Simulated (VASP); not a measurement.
MgO: single point with r2SCAN

Crystal: MgO.

```
Mg O
1.0
     0.00000    2.13515    2.13515
     2.13515    0.00000    2.13515
     2.13515    2.13515    0.00000
Mg O
1 1
Direct
  0.00000 0.00000 0.00000
  0.50000 0.50000 0.50000
```

```
Program             : VASP 6.6.1
Task                : single point
Functional          : r2SCAN
Potentials or basis : VASP PAW PBE potentials, release 64 (Mg_sv, O)
Cutoff              : 660 eV
k mesh              : 8 × 8 × 8
Occupations         : gaussian, width 0.1 eV
Spin                : no spin polarisation
```

- Pressure: -7.2 GPa
- Band gap on the k mesh: 5.25 eV, direct

Levels at points of the mesh, in eV from the valence-band top:
| k point | band 4 | band 5 | band 6 | band 7 | band 8 | band 9 | band 10 | band 11 | band 12 | band 13 |
| --- | --- | --- | --- | --- | --- | --- | --- | --- | --- | --- |
| (0.00, 0.00, 0.00) | -40.22 | -17.98 | 0.00 | 0.00 | 0.00 | 5.25 | 16.61 | 16.61 | 16.61 | 20.60 |
| (0.50, 0.00, 0.00) | -40.23 | -16.81 | -4.41 | -0.63 | -0.63 | 8.56 | 13.37 | 17.08 | 17.08 | 21.88 |
| (0.50, 0.50, 0.00) | -40.25 | -16.61 | -3.91 | -1.31 | -1.31 | 9.98 | 10.73 | 13.86 | 19.81 | 19.81 |

Run time: 27 s on 1 thread of Intel(R) Xeon(R) 6975P-C (Granite Rapids), with other jobs on the host, peak memory 0.16 GiB.

Caveat: the PAW data sets were made with another functional, which shifts forces and pressure a little. r2SCAN opens gaps a little over a GGA but as a rule still falls short of measured ones.
